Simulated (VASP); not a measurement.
# Ga2As2C in VASP: a series of runs

The runs below take Ga2As2C through single point, with PBE.

Program: VASP 6.6.1. These are calculated values, not measurements. Logs are shortened: lines on timing, memory, paths and dates and some standing lists are left out, and cuts for length are marked.

## (1) The cell of the first run

The cell holds a slab with vacuum, 5 atoms: a = 4.063 Å, b = 4.063 Å, c = 21.390 Å, α = 90.00°, β = 90.00°, γ = 90.00°.

## (2) Single point, PBE, collinear spin

Contents of INCAR:

```
ALGO = Normal
DIPOL = 0.5 0.5 0.326
EDIFF = 1E-6
ENCUT = 520
GGA = PE
IDIPOL = 3
ISIF = 2
ISMEAR = 0
ISPIN = 2
LASPH = T
LCHARG = F
LDIPOL = T
LORBIT = 11
LREAL = F
LWAVE = F
MAGMOM = 0 0 0 0 2
NBANDS = 32
NELM = 150
PREC = Accurate
SIGMA = 0.05
```

Contents of KPOINTS:

```
k-points
0
Gamma
  7 7 1
```

Contents of POSCAR:

```
Ga2As2C
1.0
    4.0629609260      0.0000000000      0.0000000000
    0.0000000000      4.0629609260      0.0000000000
    0.0000000000      0.0000000000     21.3904986572
As Ga C
2 2 1
Direct
    0.0000000000      0.5000000000      0.1869989131
    0.5000000000      0.0000000000      0.3264810857
    0.5000000000      0.5000000000      0.2541536641
    0.0000000000      0.0000000000      0.3922535324
    0.1666666667      0.0000000000      0.4684555895
```

Potentials or basis: VASP PAW PBE potentials, release 64 (As, Ga_d, C).

Launch:

```
$ cat potpaw_PBE.64/As/POTCAR potpaw_PBE.64/Ga_d/POTCAR potpaw_PBE.64/C/POTCAR > POTCAR
$ mpirun -np 1 vasp_std > vasp.out
```

OUTCAR:

```text
EDIFF = 1E-6
   ENCUT = 520
   GGA = PE
   ISIF = 2
   ISMEAR = 0
   ISPIN = 2
   LASPH = T
   LORBIT = 11
   LREAL = F
   NELM = 150
   PREC = Accurate

 ion  position               nearest neighbor table
   1  0.000  0.500  0.187-   3 2.49   3 2.49
   2  0.500  0.000  0.326-   4 2.47   4 2.47   3 2.55   3 2.55
   3  0.500  0.500  0.254-   1 2.49   1 2.49   2 2.55   2 2.55
   4  0.000  0.000  0.392-   5 1.77   2 2.47   2 2.47
   5  0.167  0.000  0.468-   4 1.77

  LATTYP: Found a simple tetragonal cell.
 ALAT       =     4.0629609260
 C/A-ratio  =     5.2647561832

  Lattice vectors:

 A1 = (   4.0629609260,   0.0000000000,   0.0000000000)
 A2 = (   0.0000000000,   4.0629609260,   0.0000000000)
 A3 = (   0.0000000000,   0.0000000000,  21.3904986572)

Analysis of symmetry for initial positions (statically):
=====================================================================
 Subroutine PRICEL returns:
 Original cell was already a primitive cell.

 Routine SETGRP: Setting up the symmetry group for a
 simple tetragonal supercell.

 Subroutine GETGRP returns: Found  2 space group operations
 (whereof  2 operations were pure point group operations)
 out of a pool of 16 trial point group operations.

The static configuration has the point symmetry C_1h.

Analysis of symmetry for dynamics (positions and initial velocities):
=====================================================================
 Subroutine PRICEL returns:
 Original cell was already a primitive cell.

 Routine SETGRP: Setting up the symmetry group for a
 simple tetragonal supercell.

 Subroutine GETGRP returns: Found  2 space group operations
 (whereof  2 operations were pure point group operations)
 out of a pool of 16 trial point group operations.

The dynamic configuration has the point symmetry C_1h.

Analysis of structural, dynamic, and magnetic symmetry:
=====================================================================
 Subroutine PRICEL returns:
 Original cell was already a primitive cell.

 Routine SETGRP: Setting up the symmetry group for a
 simple tetragonal supercell.

 Subroutine GETGRP returns: Found  2 space group operations
 (whereof  2 operations were pure point group operations)
 out of a pool of 16 trial point group operations.

The overall configuration has the point symmetry C_1h.

 Subroutine INISYM returns: Found  2 space group operations
 (whereof  2 operations are pure point group operations),
 and found     1 'primitive' translations

----------------------------------------------------------------------------------------

                                     Primitive cell

  volume of cell :     353.1069

  direct lattice vectors                    reciprocal lattice vectors
     4.062960926  0.000000000  0.000000000     0.246125921  0.000000000  0.000000000
     0.000000000  4.062960926  0.000000000     0.000000000  0.246125921  0.000000000
     0.000000000  0.000000000 21.390498657     0.000000000  0.000000000  0.046749728

  length of vectors
     4.062960926  4.062960926 21.390498657     0.246125921  0.246125921  0.046749728

  position of ions in fractional coordinates (direct lattice)
     0.000000000  0.500000000  0.186998913
     0.500000000  0.000000000  0.326481086
     0.500000000  0.500000000  0.254153664
     0.000000000  0.000000000  0.392253532
     0.166666667  0.000000000  0.468455590

  ion indices of the primitive-cell ions
   primitive index   ion index
                 1           1
                 2           2
                 3           3
                 4           4
                 5           5

----------------------------------------------------------------------------------------

 KPOINTS: k-points

[... 25 lines left out ...]
  0.142857  0.000000  0.000000      2.000000
  0.000000  0.142857  0.000000      2.000000
  0.285714  0.000000  0.000000      2.000000
  0.000000  0.285714  0.000000      2.000000
  0.428571  0.000000  0.000000      2.000000
[... 8 lines left out ...]
 -0.285714  0.428571  0.000000      4.000000
  0.428571  0.428571  0.000000      4.000000
   k-points           NKPTS =     16   k-points in BZ     NKDIM =     16   number of bands    NBANDS=     32
   number of dos      NEDOS =    301   number of ions     NIONS =      5
   total plane-waves  NPLWV = 144000
   dimension x,y,z NGX =    30 NGY =   30 NGZ =  160
   dimension x,y,z NGXF=    60 NGYF=   60 NGZF=  320
   ions per type =               2   2   1
   NGX,Y,Z   is equivalent  to a cutoff of  12.28, 12.28, 12.44 a.u.
   NGXF,Y,Z  is equivalent  to a cutoff of  24.55, 24.55, 24.87 a.u.
 SYSTEM =  unknown system
   PREC   = accura    normal or accurate (medium, high low for compatibility)
   ISTART =      0    job   : 0-new  1-cont  2-samecut
   ICHARG =      2    charge: 1-file 2-atom 10-const
   ISPIN  =      2    spin polarized calculation?
   LNONCOLLINEAR =      F non collinear calculations
   LSORBIT =      F    spin-orbit coupling
   LASPH  =      T    aspherical Exc in radial PAW
   ENCUT  =  520.0 eV  38.22 Ry    6.18 a.u.   7.55  7.55 39.77*2*pi/ulx,y,z
   NELM   =    150;   NELMIN=  2; NELMDL= -5     # of ELM steps
   EDIFF  = 0.1E-05   stopping-criterion for ELM
   LREAL  =      F    real-space projection
   EDIFFG = 0.1E-04   stopping-criterion for IOM
   NSW    =      0    number of steps for IOM
   IBRION =     -1    ionic relax: 0-MD 1-quasi-New 2-CG
   NFREE  =      0    steps in history (QN), initial steepest desc. (CG)
   ISIF   =      2    stress and relaxation
   ISYM   =      2    0-nonsym 1-usesym 2-fastsym
   POTIM  = 0.5000    time-step for ionic-motion
   TEBEG  =    0.0;   TEEND  =   0.0 temperature during run
   PSTRESS=    0.0 pullay stress
   NELECT =      40.0000    total number of electrons
   NUPDOWN=      -1.0000    fix difference up-down
   EMIN   =  10.00;   EMAX   =-10.00  energy-range for DOS
   EFERMI =   0.00;   METHOD = LEGACY
   ISMEAR =     0;   SIGMA  =   0.05  broadening in eV -4-tet -1-fermi 0-gaus
   EFERMI_NEDOS =   21; number of points for ismear=-14 and -15
   IALGO  =     38    algorithm
   IMIX   =      4    mixing-type and parameters
     AMIX     =   0.40;   BMIX     =  1.00
     AMIX_MAG =   1.60;   BMIX_MAG =  1.00
  volume/ion in A,a.u.               =      70.62       476.58
  Fermi-wavevector in a.u.,A,eV,Ry     =   0.792123  1.496896  8.537101  0.627459
  Thomas-Fermi vector in A             =   1.897799
   LORBIT       =     11    0 simple, 1 ext, 2 COOP (PROOUT), +10 PAW based schemes
   GGA     = PE    functional components
   LHFCALC =     F    Hartree Fock is set to
   AEXX    =    0.0000 exact exchange contribution
   IVDW    =     0    specifies the selected vdW correction
   LEPSILON=     F    determine dielectric tensor
   LRPA    =     F    only Hartree local field effects (RPA)
 spin polarized calculation
 Gauss-broadening in eV      SIGMA  =   0.05
  energy-cutoff  :      520.00
  volume of cell :      353.11
 maximum number of plane-waves:      9549
 NGX is ok and might be reduce to    30
   NGX = 15   NGY = 15   NGZ = 79

 dipolmoment           0.000000      0.000000     -0.000007 electrons x Angstroem

 number of electron      40.0000036 magnetization       1.4808119

 dipolmoment           0.000000      0.000000      0.106169 electrons x Angstroem

 Free energy of the ion-electron system (eV)
  ---------------------------------------------------
  ext. energy  EPLUGINS =         0.00000000
  ---------------------------------------------------
  free energy    TOTEN  =       -17.31472561 eV

  energy without entropy =      -17.31099168  energy(sigma->0) =      -17.31285865

 E-fermi :  -3.3296     XC(G=0):  -3.6728

 val. band max:       -3.3528940237   @ k =   0.4286   0.1429   0.0000
 cond. band min:      -3.2756652644   @ k =  -0.2857   0.4286   0.0000
 fundamental gap:      0.0772287593
 Fermi energy:        -3.3295615379

 spin component 1

 k-point     1 :       0.0000    0.0000    0.0000
  band No.  band energies     occupation
      1     -18.5005      1.00000
      2     -18.0802      1.00000
      3     -18.0570      1.00000
      4     -18.0120      1.00000
      5     -18.0050      1.00000
      6     -17.6781      1.00000
[... 549 lines left out ...]
     31       5.0811      0.00000
     32       5.6553      0.00000
 Fermi energy:        -3.3295615379

 spin component 2

 k-point     1 :       0.0000    0.0000    0.0000
  band No.  band energies     occupation
      1     -18.3720      1.00000
      2     -18.0591      1.00000
      3     -17.9873      1.00000
      4     -17.9825      1.00000
      5     -17.9764      1.00000
      6     -17.6729      1.00000
[... 549 lines left out ...]
     31       5.1911      0.00000
     32       5.7447      0.00000

------------------------ aborting loop because EDIFF is reached ----------------------------------------

 vacuum level on the upper side and lower side of the slab       (xc-potential included)         0.565        -0.568

  FORCE on cell =-STRESS in cart. coord.  units (eV):
  Direction    XX          YY          ZZ          XY          YZ          ZX
  --------------------------------------------------------------------------------------
  -------------------------------------------------------------------------------------
  Total       -0.7611421     -1.4114663      4.0391456      0.0000000      0.0000000      2.1612534
  in kB       -3.4535848     -6.4043475     18.3271058      0.0000000      0.0000000      9.8064104
  external PRESSURE =       2.8230578 kB  Pullay stress =       0.0000000 kB

 VOLUME and BASIS-vectors are now :
 -----------------------------------------------------------------------------
  energy-cutoff  :      520.00
  volume of cell :      353.11
      direct lattice vectors                 reciprocal lattice vectors
     4.062960926  0.000000000  0.000000000     0.246125921  0.000000000  0.000000000
     0.000000000  4.062960926  0.000000000     0.000000000  0.246125921  0.000000000
     0.000000000  0.000000000 21.390498657     0.000000000  0.000000000  0.046749728

 POSITION                                       TOTAL-FORCE (eV/Angst)
 -----------------------------------------------------------------------------------
      0.00000      2.03148      4.00000        -0.027570      0.000000      0.404585
      2.03148      0.00000      6.98359         0.417447      0.000000     -0.086366
      2.03148      2.03148      5.43647        -0.045922      0.000000     -0.283427
      0.00000      0.00000      8.39050        -1.872678      0.000000     -3.019927
      0.67716      0.00000     10.02050         1.528723      0.000000      2.985136
 -----------------------------------------------------------------------------------
    total drift:                               -0.000074     -0.000000      0.000064

  FREE ENERGIE OF THE ION-ELECTRON SYSTEM (eV)
  ---------------------------------------------------
  free  energy   TOTEN  =       -17.3147256142 eV

  energy  without entropy=      -17.3109916805  energy(sigma->0) =      -17.31285865

 vacuum level on the upper side and lower side of the slab         3.392         2.234

 total charge

# of ion       s       p       d       tot
------------------------------------------
    1        1.290   1.342   0.016   2.647
    2        1.243   1.486   0.029   2.758
    3        0.905   0.717   9.976  11.597
    4        0.997   0.852  10.003  11.853
    5        1.009   1.145   0.000   2.154
--------------------------------------------------
tot          5.445   5.541  20.024  31.009

 magnetization (x)

# of ion       s       p       d       tot
------------------------------------------
    1       -0.000  -0.024   0.000  -0.024
    2        0.003  -0.007   0.001  -0.003
    3        0.002   0.018   0.000   0.020
    4       -0.006   0.102   0.032   0.129
    5        0.035   0.621   0.000   0.656
--------------------------------------------------
tot          0.034   0.710   0.033   0.777
```

Run time: 6.1 min. Hardware: 1 thread of Intel Xeon 6975P-C (Granite Rapids), shared host; peak memory 0.66 GiB.

What came out:

```
Free energy                                           : -17.3147 eV
Largest force                                         : 3.553 eV/Å
Net moment                                            : 1.48 μB per cell
Site moments                                          : As -0.02, -0.00; Ga +0.02, +0.13; C +0.66 μB
Valence electrons inside the program's atomic spheres : As 2.65, 2.76; Ga 11.60, 11.85; C 2.15
```

Forces on the atoms (eV/Å):
```
As  -0.028  0.000  0.405
As   0.417  0.000 -0.086
Ga  -0.046  0.000 -0.283
Ga  -1.873  0.000 -3.020
C    1.529  0.000  2.985
```

Levels at points of the mesh, in eV from the Fermi level:
Spin up:
```tsv
k point	band 17	band 18	band 19	band 20	band 21	band 22	band 23	band 24	band 25	band 26
(0.00, 0.00, 0.00)	-1.59	-0.58	-0.41	-0.34	0.44	0.98	1.73	2.26	2.90	4.52
```
Spin down:
| k point | band 15 | band 16 | band 17 | band 18 | band 19 | band 20 | band 21 | band 22 | band 23 | band 24 |
| --- | --- | --- | --- | --- | --- | --- | --- | --- | --- | --- |
| (0.00, 0.00, 0.00) | -1.86 | -1.76 | -1.47 | -0.46 | 0.21 | 0.74 | 1.53 | 1.79 | 1.91 | 2.35 |

## (3) Single point, PBE, collinear spin

Contents of INCAR:

```
PREC = Accurate
ENCUT = 520
EDIFF = 1E-7
ISMEAR = 0
SIGMA = 0.05
LREAL = F
LASPH = T
NELM = 150
ALGO = Normal
ISIF = 2
LWAVE = F
LCHARG = T
ISPIN = 2
MAGMOM = 0 0 0 0 2
LORBIT = 11
LDIPOL = T
IDIPOL = 3
DIPOL = 0.5 0.5 0.330
GGA = PE
LELF = T
LVHAR = T
LVACPOTAV = T
NBANDS = 32
```

Contents of KPOINTS:

```
regular mesh
0
Gamma
  7 7 1
```

POSCAR, as its differences from that of step 2:

```diff
@@ -12,2 +12,2 @@
     0.0000000000      0.0000000000      0.3922535324
-    0.1666666667      0.0000000000      0.4684555895
+    0.3333333333      0.0000000000      0.4918304536
```

Potentials or basis: VASP PAW PBE potentials, release 64 (As, Ga_d, C).

Launch:

```
$ cat potpaw_PBE.64/As/POTCAR potpaw_PBE.64/Ga_d/POTCAR potpaw_PBE.64/C/POTCAR > POTCAR
$ mpirun -np 1 vasp_std > vasp.out
```

OUTCAR:

```text
PREC = Accurate
   ENCUT = 520
   EDIFF = 1E-7
   ISMEAR = 0
   LREAL = F
   LASPH = T
   NELM = 150
   ISIF = 2
   ISPIN = 2
   LORBIT = 11
   GGA = PE

 ion  position               nearest neighbor table
   1  0.000  0.500  0.187-   3 2.49   3 2.49
   2  0.500  0.000  0.326-   4 2.47   4 2.47   3 2.55   3 2.55
   3  0.500  0.500  0.254-   1 2.49   1 2.49   2 2.55   2 2.55
   4  0.000  0.000  0.392-   2 2.47   2 2.47
   5  0.333  0.000  0.492-

  LATTYP: Found a simple tetragonal cell.
 ALAT       =     4.0629609260
 C/A-ratio  =     5.2647561832

  Lattice vectors:

 A1 = (   4.0629609260,   0.0000000000,   0.0000000000)
 A2 = (   0.0000000000,   4.0629609260,   0.0000000000)
 A3 = (   0.0000000000,   0.0000000000,  21.3904986572)

Analysis of symmetry for initial positions (statically):
=====================================================================
 Subroutine PRICEL returns:
 Original cell was already a primitive cell.

[... 1322 lines left out ...]
  -------------------------------------------------------------------------------------
  Total       -3.0411081     -1.7268514     -3.8178146      0.0000000      0.0000000     -1.8832242
  in kB      -13.7986384     -7.8353669    -17.3228447      0.0000000      0.0000000     -8.5448889
  external PRESSURE =     -12.9856167 kB  Pullay stress =       0.0000000 kB

 VOLUME and BASIS-vectors are now :
 -----------------------------------------------------------------------------
  energy-cutoff  :      520.00
  volume of cell :      353.11
      direct lattice vectors                 reciprocal lattice vectors
     4.062960926  0.000000000  0.000000000     0.246125921  0.000000000  0.000000000
     0.000000000  4.062960926  0.000000000     0.000000000  0.246125921  0.000000000
     0.000000000  0.000000000 21.390498657     0.000000000  0.000000000  0.046749728

 POSITION                                       TOTAL-FORCE (eV/Angst)
 -----------------------------------------------------------------------------------
      0.00000      2.03148      4.00000         0.026067      0.000000      0.373880
      2.03148      0.00000      6.98359         0.099755      0.000000     -0.108075
      2.03148      2.03148      5.43647         0.031915      0.000000     -0.306427
      0.00000      0.00000      8.39050         0.562687      0.000000      1.553566
      1.35432      0.00000     10.52050        -0.720423      0.000000     -1.512945
 -----------------------------------------------------------------------------------
    total drift:                               -0.000057     -0.000000     -0.000201

  FREE ENERGIE OF THE ION-ELECTRON SYSTEM (eV)
  ---------------------------------------------------
  free  energy   TOTEN  =       -16.7893532296 eV

  energy  without entropy=      -16.7825794951  energy(sigma->0) =      -16.78596636

 vacuum level on the upper side and lower side of the slab         3.054         2.535

 total charge

# of ion       s       p       d       tot
------------------------------------------
    1        1.290   1.341   0.016   2.648
    2        1.244   1.498   0.029   2.770
    3        0.906   0.716   9.976  11.597
    4        0.986   0.541   9.954  11.481
    5        1.033   0.971   0.000   2.004
--------------------------------------------------
tot          5.459   5.067  19.974  30.500

 magnetization (x)

# of ion       s       p       d       tot
------------------------------------------
    1       -0.001  -0.013   0.000  -0.014
    2        0.001  -0.000   0.001   0.001
    3        0.001   0.012   0.001   0.013
    4       -0.027   0.013   0.005  -0.008
    5        0.033   0.765   0.000   0.797
--------------------------------------------------
tot          0.007   0.776   0.007   0.790
```

Wall time 10 min (1 thread of Intel Xeon Platinum 8488C (Sapphire Rapids), shared host); peak memory 0.68 GiB.

Results:

| Item | Value |
| --- | --- |
| Free energy | -16.7894 eV |
| Largest force | 1.676 eV/Å |
| Net moment | 1.66 μB per cell |
| Site moments | As -0.01, +0.00; Ga +0.01, -0.01; C +0.80 μB |
| Valence electrons inside the program's atomic spheres | As 2.65, 2.77; Ga 11.60, 11.48; C 2.00 |

Forces in eV/Å, atoms in the order of the input:
```
As   0.026  0.000  0.374
As   0.100  0.000 -0.108
Ga   0.032  0.000 -0.306
Ga   0.563  0.000  1.554
C   -0.720  0.000 -1.513
```
